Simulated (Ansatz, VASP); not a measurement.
## MgTe in VASP and in Ansatz

```xyz
4
Lattice="4.7607 0.0000 0.0000 -2.3804 4.1229 0.0000 0.0000 0.0000 7.2087" Properties=species:S:1:pos:R:3 pbc="T T T"
Mg    0.0000    2.7486   -0.0561
Mg    2.3804    1.3743    3.5483
Te    0.0000    2.7486    2.7594
Te    2.3804    1.3743    6.3637
```

Change from the starting cell: epitaxial_xy strain +4.0%.

Alike in both runs: task single point; functional HSE06; k mesh 6 × 6 × 2; no spin polarisation.

|  | VASP | Ansatz |
| --- | --- | --- |
| version | VASP 6.6.1 | Ansatz 0.2.0 |
| potentials or method | VASP PAW PBE potentials, release 64 (Mg, Te) | plane waves, PAW |
| plane-wave cutoff (eV) | 520 | 420 |
| occupations | gaussian, width 0.01 eV | fixed |
| valence electrons in the cell | 16 | 52 |

|  | VASP | Ansatz | Ansatz less VASP |
| --- | --- | --- | --- |
| gap on the k mesh at the Fermi level (eV) | 2.73 | 2.83 | +0.106 |
| pressure (GPa) | -1.8 | -1.6 | +0.16 |
| traceless stress, the component that is largest in VASP (GPa) | 1.54 | 1.54 | +0.001 |
| rms of the force components (eV/Å) | 0.005 | 0.002 | -0.0029 |

Atom by atom the forces differ by 0.003 eV/Å (rms over components). VASP's potentials hold 16 valence electrons a cell and Ansatz's 52, so a difference there can come from the potentials and not from the codes. Ansatz's warnings: stress exchange threshold loose, stress scf threshold loose.

The k mesh is coarse, so the values compare programs but aren't converged. Neither program's run includes spin-orbit coupling.
